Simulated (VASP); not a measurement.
Set up this calculation in VASP 6.6.1, as the native input.

```yaml
Task: relaxation of shape and atoms at fixed volume
Functional: PBEsol
Potentials_or_basis: VASP PAW PBE potentials, release 64 (Zr_sv, B)
Cutoff: 600 eV
k_mesh: 18 × 18 × 12
Occupations: gaussian, width 0.1 eV
Spin: no spin polarisation
Dipole_correction: no
Further_INCAR_settings: ALGO = Normal; EDIFF = 1e-06; IBRION = 2; EDIFFG = -0.01; NSW = 50; ISIF = 4
```

The structure of ZrB2 lies in POSCAR:

```
ZrB2
1.0
    3.0604721218      0.0000000000      0.0000000000
   -1.5302360609      2.6504466051      0.0000000000
    0.0000000000      0.0000000000      3.3911980788
Zr B
1 2
Direct
    0.0000000000      0.0000000000      0.0000000000
    0.3333333333      0.6666666667      0.5000000000
    0.6666666667      0.3333333333      0.5000000000
```

These files were run (other wordings do the same):

INCAR

```
  PREC = Accurate
  ENCUT = 600
  EDIFF = 1E-6
  ISMEAR = 0
  SIGMA = 0.1
  LREAL = False
  LASPH = True
  NELM = 100
  ALGO = Normal
  ISIF = 4
  LWAVE = False
  LCHARG = False
  GGA = PS
  IBRION = 2
  NSW = 50
  EDIFFG = -0.01
```

KPOINTS

```
Automatic mesh
0
Gamma
  18 18 12
```

Potentials or basis: VASP PAW PBE potentials, release 64 (Zr_sv, B).

Launch:

```sh
$ cat potpaw_PBE.64/Zr_sv/POTCAR potpaw_PBE.64/B/POTCAR > POTCAR
$ mpirun -np 1 vasp_std > vasp.out
```

Results of the run:

```json
{
  "Energy gained by relaxing": "0.0 meV/atom",
  "Ionic steps": "2",
  "Pressure after relaxing": "28.8 GPa",
  "Band gap on the k mesh": "zero (bands 9 and 10 overlap by 1.32 eV)"
}
```

Caveat: the PAW data sets were made with another functional, which shifts forces and pressure a little.

It took 62 s on 1 thread of AMD EPYC 9R45 96-Core Processor (Zen 5) (shared host), peak memory 0.21 GiB.
